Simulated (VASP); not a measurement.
# ZnC (Pm-3m) in VASP: notebook

ZnC is run at these levels: PBE; tasks: single point, relaxation of cell and atoms.

Program: VASP 6.6.1. These are calculated values, not measurements. Logs are shortened: lines on timing, memory, paths and dates and some standing lists are left out, and cuts for length are marked.

### 1 The cell of the first run

Symmetry: Pm-3m, No. 221, cubic system. The conventional cell has a = 2.812 Å, b = 2.812 Å, c = 2.812 Å, α = 90.00°, β = 90.00°, γ = 90.00°. Zn (site symmetry m-3m) has 8 C at 2.43 Å and 6 Zn at 2.81 Å within 3.2 Å. Within 3.2 Å of C (site symmetry m-3m) lie 8 Zn at 2.43 Å and 6 C at 2.81 Å.

### 2 Single point, PBE

INCAR reads:

```
SYSTEM = ZnC
PREC     = Accurate       ! precision mode
ENCUT    = 520            ! plane-wave cutoff, eV
EDIFF    = 1E-6           ! SCF threshold, eV
ISMEAR   = 0              ! smearing method
SIGMA    = 0.1            ! smearing width, eV
LREAL    = .FALSE.        ! projectors in reciprocal space
LASPH    = .TRUE.         ! aspherical terms in the spheres
NELM     = 100            ! most SCF steps
ALGO     = Normal         ! electronic algorithm
ISIF     = 2              ! what is computed and relaxed
LWAVE    = .FALSE.        ! write WAVECAR
LCHARG   = .FALSE.        ! write CHGCAR
GGA      = PE             ! functional
NBANDS   = 15             ! bands
```

KPOINTS reads:

```
Automatic mesh
0
G
  6 6 6
  0 0 0
```

POSCAR reads:

```
ZnC
1.0
    2.8115208271      0.0000000000      0.0000000000
    0.0000000000      2.8115208271      0.0000000000
    0.0000000000      0.0000000000      2.8115208271
Zn C
1 1
Direct
    0.0000000000      0.0000000000      0.0000000000
    0.5000000000      0.5000000000      0.5000000000
```

Potentials or basis: VASP PAW PBE potentials, release 64 (Zn, C).

On the command line:

```console
> cat potpaw_PBE.64/Zn/POTCAR potpaw_PBE.64/C/POTCAR > POTCAR
> mpirun -np 1 vasp_std > vasp.out
```

OUTCAR:

```text
SYSTEM = ZnC
   PREC = Accurate
   ENCUT = 520
   EDIFF = 1E-6
   ISMEAR = 0
   LREAL = .FALSE.
   LASPH = .TRUE.
   NELM = 100
   ISIF = 2
   GGA = PE

 ion  position               nearest neighbor table
   1  0.000  0.000  0.000-   2 2.43   2 2.43   2 2.43   2 2.43   2 2.43   2 2.43   2 2.43   2 2.43

   2  0.500  0.500  0.500-   1 2.43   1 2.43   1 2.43   1 2.43   1 2.43   1 2.43   1 2.43   1 2.43

  LATTYP: Found a simple cubic cell.
 ALAT       =     2.8115208271

  Lattice vectors:

 A1 = (   2.8115208271,   0.0000000000,   0.0000000000)
 A2 = (   0.0000000000,   2.8115208271,   0.0000000000)
 A3 = (   0.0000000000,   0.0000000000,   2.8115208271)

Analysis of symmetry for initial positions (statically):
=====================================================================
 Subroutine PRICEL returns:
 Original cell was already a primitive cell.

 Routine SETGRP: Setting up the symmetry group for a
 simple cubic supercell.

 Subroutine GETGRP returns: Found 48 space group operations
 (whereof 48 operations were pure point group operations)
 out of a pool of 48 trial point group operations.

The static configuration has the point symmetry O_h .

Analysis of symmetry for dynamics (positions and initial velocities):
=====================================================================
 Subroutine PRICEL returns:
 Original cell was already a primitive cell.

 Routine SETGRP: Setting up the symmetry group for a
 simple cubic supercell.

 Subroutine GETGRP returns: Found 48 space group operations
 (whereof 48 operations were pure point group operations)
 out of a pool of 48 trial point group operations.

The dynamic configuration has the point symmetry O_h .

 Subroutine INISYM returns: Found 48 space group operations
 (whereof 48 operations are pure point group operations),
 and found     1 'primitive' translations

----------------------------------------------------------------------------------------

                                     Primitive cell

  volume of cell :      22.2241

  direct lattice vectors                    reciprocal lattice vectors
     2.811520827  0.000000000  0.000000000     0.355679385  0.000000000  0.000000000
     0.000000000  2.811520827  0.000000000     0.000000000  0.355679385  0.000000000
     0.000000000  0.000000000  2.811520827     0.000000000  0.000000000  0.355679385

  length of vectors
     2.811520827  2.811520827  2.811520827     0.355679385  0.355679385  0.355679385

  position of ions in fractional coordinates (direct lattice)
     0.000000000  0.000000000  0.000000000
     0.500000000  0.500000000  0.500000000

  ion indices of the primitive-cell ions
   primitive index   ion index
                 1           1
                 2           2

----------------------------------------------------------------------------------------

 KPOINTS: Automatic mesh

Automatic generation of k-mesh.
 Grid dimensions read from file:
 generate k-points for:    6    6    6

 Generating k-lattice:

  Cartesian coordinates                     Fractional coordinates (reciprocal lattice)
     0.059279898  0.000000000  0.000000000     0.166666667  0.000000000  0.000000000
     0.000000000  0.059279898  0.000000000     0.000000000  0.166666667  0.000000000
     0.000000000  0.000000000  0.059279898     0.000000000  0.000000000  0.166666667

  Length of vectors
     0.059279898  0.059279898  0.059279898

  Shift w.r.t. Gamma in fractional coordinates (k-lattice)
     0.000000000  0.000000000  0.000000000

 Subroutine IBZKPT returns following result:
 ===========================================

 Found     20 irreducible k-points:

 Following reciprocal coordinates:
            Coordinates               Weight
  0.000000  0.000000  0.000000      1.000000
  0.166667  0.000000  0.000000      6.000000
  0.333333  0.000000  0.000000      6.000000
  0.500000  0.000000  0.000000      3.000000
  0.166667  0.166667  0.000000     12.000000
  0.333333  0.166667  0.000000     24.000000
[... 12 lines left out ...]
  0.500000  0.500000  0.333333      6.000000
  0.500000  0.500000  0.500000      1.000000
   k-points           NKPTS =     20   k-points in BZ     NKDIM =     20   number of bands    NBANDS=     15
   number of dos      NEDOS =    301   number of ions     NIONS =      2
   total plane-waves  NPLWV =  13824
   dimension x,y,z NGX =    24 NGY =   24 NGZ =   24
   dimension x,y,z NGXF=    48 NGYF=   48 NGZF=   48
   ions per type =               1   1
   NGX,Y,Z   is equivalent  to a cutoff of  14.19, 14.19, 14.19 a.u.
   NGXF,Y,Z  is equivalent  to a cutoff of  28.38, 28.38, 28.38 a.u.
 SYSTEM =  ZnC
   PREC   = accura    normal or accurate (medium, high low for compatibility)
   ISTART =      0    job   : 0-new  1-cont  2-samecut
   ICHARG =      2    charge: 1-file 2-atom 10-const
   ISPIN  =      1    spin polarized calculation?
   LNONCOLLINEAR =      F non collinear calculations
   LSORBIT =      F    spin-orbit coupling
   LASPH  =      T    aspherical Exc in radial PAW
   ENCUT  =  520.0 eV  38.22 Ry    6.18 a.u.   5.23  5.23  5.23*2*pi/ulx,y,z
   NELM   =    100;   NELMIN=  2; NELMDL= -5     # of ELM steps
   EDIFF  = 0.1E-05   stopping-criterion for ELM
   LREAL  =      F    real-space projection
   EDIFFG = 0.1E-04   stopping-criterion for IOM
   NSW    =      0    number of steps for IOM
   IBRION =     -1    ionic relax: 0-MD 1-quasi-New 2-CG
   NFREE  =      0    steps in history (QN), initial steepest desc. (CG)
   ISIF   =      2    stress and relaxation
   ISYM   =      2    0-nonsym 1-usesym 2-fastsym
   POTIM  = 0.5000    time-step for ionic-motion
   TEBEG  =    0.0;   TEEND  =   0.0 temperature during run
   PSTRESS=    0.0 pullay stress
   NELECT =      16.0000    total number of electrons
   NUPDOWN=      -1.0000    fix difference up-down
   EMIN   =  10.00;   EMAX   =-10.00  energy-range for DOS
   EFERMI =   0.00;   METHOD = LEGACY
   ISMEAR =     0;   SIGMA  =   0.10  broadening in eV -4-tet -1-fermi 0-gaus
   EFERMI_NEDOS =   21; number of points for ismear=-14 and -15
   IALGO  =     38    algorithm
   IMIX   =      4    mixing-type and parameters
     AMIX     =   0.40;   BMIX     =  1.00
     AMIX_MAG =   1.60;   BMIX_MAG =  1.00
  volume/ion in A,a.u.               =      11.11        74.99
  Fermi-wavevector in a.u.,A,eV,Ry     =   1.467259  2.772718 29.291298  2.152850
  Thomas-Fermi vector in A             =   2.582898
   LORBIT       =      0    0 simple, 1 ext, 2 COOP (PROOUT), +10 PAW based schemes
   GGA     = PE    functional components
   LHFCALC =     F    Hartree Fock is set to
   AEXX    =    0.0000 exact exchange contribution
   IVDW    =     0    specifies the selected vdW correction
   LEPSILON=     F    determine dielectric tensor
   LRPA    =     F    only Hartree local field effects (RPA)
 non-spin polarized calculation
 Gauss-broadening in eV      SIGMA  =   0.10
  energy-cutoff  :      520.00
  volume of cell :       22.22
 maximum number of plane-waves:       624
 NGX is ok and might be reduce to    24
   NGX = 11   NGY = 11   NGZ = 11

 number of electron      16.0000018 magnetization

 Free energy of the ion-electron system (eV)
  ---------------------------------------------------
  ext. energy  EPLUGINS =         0.00000000
  ---------------------------------------------------
  free energy    TOTEN  =        -6.45891870 eV

  energy without entropy =       -6.45562908  energy(sigma->0) =       -6.45727389

 E-fermi :   4.0931     XC(G=0): -11.9922

 val. band max:        4.0917300257   @ k =   0.5000   0.1667   0.1667
 cond. band min:       4.3760976420   @ k =   0.5000   0.5000   0.0000
 fundamental gap:      0.2843676163
 Fermi energy:         4.0931182913

 k-point     1 :       0.0000    0.0000    0.0000
  band No.  band energies     occupation
      1      -9.6746      2.00000
      2      -3.4614      2.00000
      3      -3.4614      2.00000
      4      -2.6374      2.00000
      5      -2.6374      2.00000
      6      -2.6374      2.00000
      7       4.5499      0.00000
      8       4.5499      0.00000
      9       4.5499      0.00000
     10       7.1481      0.00000
     11      14.9143      0.00000
     12      14.9143      0.00000
     13      20.1840      0.00000
     14      20.1840      0.00000
     15      20.1840      0.00000

 k-point     2 :       0.1667    0.0000    0.0000
  band No.  band energies     occupation
      1      -9.2324      2.00000
      2      -3.4333      2.00000
      3      -3.4050      2.00000
      4      -2.7415      2.00000
      5      -2.7415      2.00000
      6      -2.6302      2.00000
      7       2.2422      2.00000
      8       4.9227      0.00000
      9       4.9227      0.00000
     10       8.4005      0.00000
     11      15.1752      0.00000
     12      15.2997      0.00000
     13      19.2361      0.00000
     14      19.2361      0.00000
     15      20.9205      0.00000

 k-point     3 :       0.3333    0.0000    0.0000
  band No.  band energies     occupation
      1      -8.0019      2.00000
      2      -3.5863      2.00000
      3      -3.3766      2.00000
      4      -2.9348      2.00000
      5      -2.9348      2.00000
      6      -2.6158      2.00000
      7      -0.6076      2.00000
      8       5.7499      0.00000
      9       5.7499      0.00000
     10       9.8024      0.00000
     11      13.6894      0.00000
     12      16.4383      0.00000
     13      17.2779      0.00000
     14      17.2779      0.00000
     15      22.5282      0.00000
[... 271 lines left out ...]
 k-point    19 :       0.5000    0.5000    0.3333
  band No.  band energies     occupation
      1      -4.7089      2.00000
      2      -3.6515      2.00000
      3      -3.6515      2.00000
      4      -2.6100      2.00000
      5      -2.3977      2.00000
      6      -2.0942      2.00000
      7       1.9806      2.00000
      8       1.9806      2.00000
      9       3.9410      1.96858
     10       5.9448      0.00000
     11       9.3198      0.00000
     12       9.3198      0.00000
     13      12.8873      0.00000
     14      24.0217      0.00000
     15      25.2998      0.00000

 k-point    20 :       0.5000    0.5000    0.5000
  band No.  band energies     occupation
      1      -3.8180      2.00000
      2      -3.8180      2.00000
      3      -3.8180      2.00000
      4      -2.8720      2.00000
      5      -2.3942      2.00000
      6      -2.3942      2.00000
      7       3.2971      2.00000
      8       3.2971      2.00000
      9       3.2971      2.00000
     10       7.3578      0.00000
     11       7.3578      0.00000
     12       7.3578      0.00000
     13      10.2197      0.00000
     14      25.6667      0.00000
     15      25.6667      0.00000

------------------------ aborting loop because EDIFF is reached ----------------------------------------

  FORCE on cell =-STRESS in cart. coord.  units (eV):
  Direction    XX          YY          ZZ          XY          YZ          ZX
  --------------------------------------------------------------------------------------
  -------------------------------------------------------------------------------------
  Total       -0.8844206     -0.8844206     -0.8844206      0.0000000      0.0000000      0.0000000
  in kB      -63.7595937    -63.7595937    -63.7595937      0.0000000      0.0000000      0.0000000
  external PRESSURE =     -63.7595937 kB  Pullay stress =       0.0000000 kB

 VOLUME and BASIS-vectors are now :
 -----------------------------------------------------------------------------
  energy-cutoff  :      520.00
  volume of cell :       22.22
      direct lattice vectors                 reciprocal lattice vectors
     2.811520827  0.000000000  0.000000000     0.355679385  0.000000000  0.000000000
     0.000000000  2.811520827  0.000000000     0.000000000  0.355679385  0.000000000
     0.000000000  0.000000000  2.811520827     0.000000000  0.000000000  0.355679385

 POSITION                                       TOTAL-FORCE (eV/Angst)
 -----------------------------------------------------------------------------------
      0.00000      0.00000      0.00000         0.000000      0.000000      0.000000
      1.40576      1.40576      1.40576         0.000000      0.000000      0.000000
 -----------------------------------------------------------------------------------
    total drift:                                0.000000      0.000000      0.000000

  FREE ENERGIE OF THE ION-ELECTRON SYSTEM (eV)
  ---------------------------------------------------
  free  energy   TOTEN  =        -6.4589187015 eV

  energy  without entropy=       -6.4556290847  energy(sigma->0) =       -6.45727389
```

Wall time 5.2 s (1 thread of Intel Xeon 6975P-C, shared host); peak memory 0.13 GiB.

Results:

```
Free energy            : -6.4589 eV
Pressure               : -6.4 GPa
Band gap on the k mesh : zero (band 8 reaches 6.23 eV, above the bottom of band 9 at 2.73 eV)
```

Levels at points of the mesh, in eV from the Fermi level:
```
           k point  band 4  band 5  band 6  band 7  band 8  band 9  band 10  band 11  band 12  band 13
(0.00, 0.00, 0.00)   -6.73   -6.73   -6.73    0.46    0.46    0.46     3.05    10.82    10.82    16.09
(0.50, 0.00, 0.00)   -7.12   -7.12   -6.70   -5.64    2.13    2.13     7.13     7.77    12.19    12.19
(0.50, 0.50, 0.00)   -6.95   -6.50   -5.40   -4.62   -4.62    0.28     2.36    10.75    10.75    15.19
(0.50, 0.50, 0.50)   -6.97   -6.49   -6.49   -0.80   -0.80   -0.80     3.26     3.26     3.26     6.13
```

Caveat: the k points lie up to 0.37 Å⁻¹ apart.

### 3 Single point, PBE

This run uses another cell than the first one, of 10.50 Å³/atom, 0.945 times its volume.

INCAR reads:

```
PREC = Accurate
ENCUT = 520
EDIFF = 1E-6
ISMEAR = 0
SIGMA = 0.1
LREAL = False
LASPH = True
NELM = 60
ALGO = Normal
ISIF = 2
LWAVE = False
LCHARG = False
GGA = PE
NBANDS = 15
```

KPOINTS reads:

```
Automatic mesh
0
Gamma
  6 6 6
```

POSCAR reads:

```
ZnC
1.0
    2.7589787898      0.0000000000      0.0000000000
    0.0000000000      2.7589787898      0.0000000000
    0.0000000000      0.0000000000      2.7589787898
Zn C
1 1
Direct
    0.0000000000      0.0000000000      0.0000000000
    0.5000000000      0.5000000000      0.5000000000
```

Potentials or basis: VASP PAW PBE potentials, release 64 (Zn, C).

On the command line:

```console
> cat potpaw_PBE.64/Zn/POTCAR potpaw_PBE.64/C/POTCAR > POTCAR
> mpirun -np 1 vasp_std > vasp.out
```

Wall time 6.1 s (1 thread of Intel Xeon 6975P-C, shared host); peak memory 0.13 GiB.

The run converged. Its results:

```yaml
Free_energy: -6.4817 eV
Pressure: 0.7 GPa
Band_gap_on_the_k_mesh: zero (band 8 reaches 6.86 eV, above the bottom of band 9 at 3.16 eV)
```

Levels at points of the mesh, in eV from the Fermi level:
```
           k point  band 4  band 5  band 6  band 7  band 8  band 9  band 10  band 11  band 12  band 13
(0.00, 0.00, 0.00)   -6.87   -6.87   -6.87    0.38    0.38    0.38     3.59    10.98    10.98    16.83
(0.50, 0.00, 0.00)   -7.31   -7.31   -6.83   -5.77    2.20    2.20     7.57     8.27    12.55    12.55
(0.50, 0.50, 0.00)   -7.11   -6.61   -5.35   -4.99   -4.99    0.34     2.42    11.19    11.19    15.69
(0.50, 0.50, 0.50)   -6.94   -6.59   -6.59   -0.86   -0.86   -0.86     3.20     3.20     3.20     6.65
```

Caveat: the k points lie up to 0.38 Å⁻¹ apart.

### 4 Relaxation of cell and atoms, PBE

INCAR reads:

```
SYSTEM = ZnC
  ALGO = Normal
  EDIFF = 1E-7
  EDIFFG = -0.04
  ENCUT = 600
  GGA = PE
  IBRION = 2
  ISIF = 3
  ISMEAR = 0
  LASPH = .True.
  LCHARG = .False.
  LREAL = .False.
  LWAVE = .False.
  NELM = 80
  NSW = 90
  PREC = Accurate
  SIGMA = 0.1
```

KPOINTS reads:

```
k-points
0
Gamma
  6 6 6
  0 0 0
```

POSCAR reads:

```
ZnC
1.0
    2.8115208271      0.0000000000      0.0000000000
    0.0000000000      2.8115208271      0.0000000000
    0.0000000000      0.0000000000      2.8115208271
Zn C
1 1
Direct
    0.0000000000      0.0000000000      0.0000000000
    0.5000000000      0.5000000000      0.5000000000
```

On the command line:

```console
> cat potpaw_PBE.64/Zn/POTCAR potpaw_PBE.64/C/POTCAR > POTCAR
> mpirun -np 1 vasp_std > vasp.out
```

It took 12 s on 1 thread of Intel Xeon 6975P-C, shared host; peak memory 0.14 GiB.

The run converged. Its results:

| Item | Value |
| --- | --- |
| Free energy | -6.4830 eV |
| Relaxed volume | 10.54 Å³/atom |
| Relaxed cell | a = 2.763 Å, b = 2.763 Å, c = 2.763 Å, α = 90.00°, β = 90.00°, γ = 90.00° |
| Space group after relaxing (to 0.05 Å) | Pm-3m (No. 221) |
| Energy gained by relaxing | 12.1 meV/atom |
| Ionic steps | 3 |
| Pressure after relaxing | 0.0 GPa |
| Band gap on the k mesh | zero (band 8 reaches 6.81 eV, above the bottom of band 9 at 3.13 eV) |

Step by step:
```tsv
step	energy change (eV)	largest force (eV/Å)	pressure (GPa)	volume (Å³)
1	0.0000	0.0000	-6.47	22.22
2	-0.0225	0.0000	1.94	20.81
3	-0.0241	0.0000	0.01	21.09
```

Final structure:
```
Zn C
1.0
     2.76282    0.00000    0.00000
     0.00000    2.76282    0.00000
     0.00000    0.00000    2.76282
Zn C
1 1
Direct
  0.00000 0.00000 0.00000
  0.50000 0.50000 0.50000
```

Levels at points of the mesh, in eV from the Fermi level:
```
           k point  band 4  band 5  band 6  band 7  band 8  band 9  band 10  band 11  band 12
(0.00, 0.00, 0.00)   -6.86   -6.86   -6.86    0.39    0.39    0.39     3.55    10.97    10.97
(0.50, 0.00, 0.00)   -7.29   -7.29   -6.82   -5.76    2.20    2.20     7.54     8.23    12.52
(0.50, 0.50, 0.00)   -7.10   -6.60   -5.35   -4.96   -4.96    0.34     2.42    11.16    11.16
(0.50, 0.50, 0.50)   -6.94   -6.59   -6.59   -0.85   -0.85   -0.85     3.21     3.21     3.21
```

Caveat: the k points lie up to 0.38 Å⁻¹ apart in the final cell.

### 5 Single point, PBE

This run uses another cell than the first one, of 10.46 Å³/atom, 0.941 times its volume.

INCAR reads:

```
PREC = Accurate
ENCUT = 520
EDIFF = 1E-7
ISMEAR = 0
SIGMA = 0.1
LREAL = False
LASPH = True
NELM = 80
ALGO = Normal
ISIF = 2
LWAVE = False
LCHARG = False
GGA = PE
NBANDS = 15
```

KPOINTS reads:

```
Automatic mesh
0
Gamma
  20 20 20
```

POSCAR reads:

```
ZnC
1.0
    2.7553660757      0.0000000000      0.0000000000
    0.0000000000      2.7553660757      0.0000000000
    0.0000000000      0.0000000000      2.7553660757
Zn C
1 1
Direct
    0.0000000000      0.0000000000      0.0000000000
    0.5000000000      0.5000000000      0.5000000000
```

On the command line:

```console
> cat potpaw_PBE.64/Zn/POTCAR potpaw_PBE.64/C/POTCAR > POTCAR
> mpirun -np 1 vasp_std > vasp.out
```

Wall time 40 s (1 thread of Intel Xeon 6975P-C, shared host); peak memory 0.2 GiB.

The run converged. Its results:

| Property | Result |
| --- | --- |
| Free energy | -6.5126 eV |
| Pressure | 0.7 GPa |
| Band gap on the k mesh | zero (band 8 reaches 6.90 eV, above the bottom of band 9 at 3.19 eV) |

Levels at points of the mesh, in eV from the Fermi level:
| k point | band 6 | band 7 | band 8 | band 9 | band 10 | band 11 |
| --- | --- | --- | --- | --- | --- | --- |
| (0.00, 0.00, 0.00) | -6.94 | 0.30 | 0.30 | 0.30 | 3.55 | 10.91 |
| (0.50, 0.00, 0.00) | -6.91 | -5.85 | 2.13 | 2.13 | 7.52 | 8.23 |
| (0.50, 0.50, 0.00) | -5.41 | -5.10 | -5.10 | 0.28 | 2.34 | 11.15 |
| (0.50, 0.50, 0.50) | -6.67 | -0.94 | -0.94 | -0.94 | 3.13 | 3.13 |

### 6 The runs side by side

| task | cell | k mesh | cutoff (eV) | gap on the mesh (eV) | pressure (GPa) |
| --- | --- | --- | --- | --- | --- |
| single point | a = 2.812 Å, 2 atoms | 6 × 6 × 6 | 520 | none | -6.4 |
| single point | a = 2.759 Å, 2 atoms | 6 × 6 × 6 | 520 | none | 0.7 |
| relaxation of cell and atoms | relaxed from a = 2.812 Å, 2 atoms | 6 × 6 × 6 | 600 | none | 0.0 |
| single point | a = 2.755 Å, 2 atoms | 20 × 20 × 20 | 520 | none | 0.7 |

Alike in all rows: level PBE; potentials or basis VASP PAW PBE potentials, release 64 (Zn, C); no spin polarisation; smearing gaussian 0.1 eV.

Caveats: some runs use coarse meshes.

Total energies depend on the potentials used, so only differences within one code and one set of settings carry meaning.
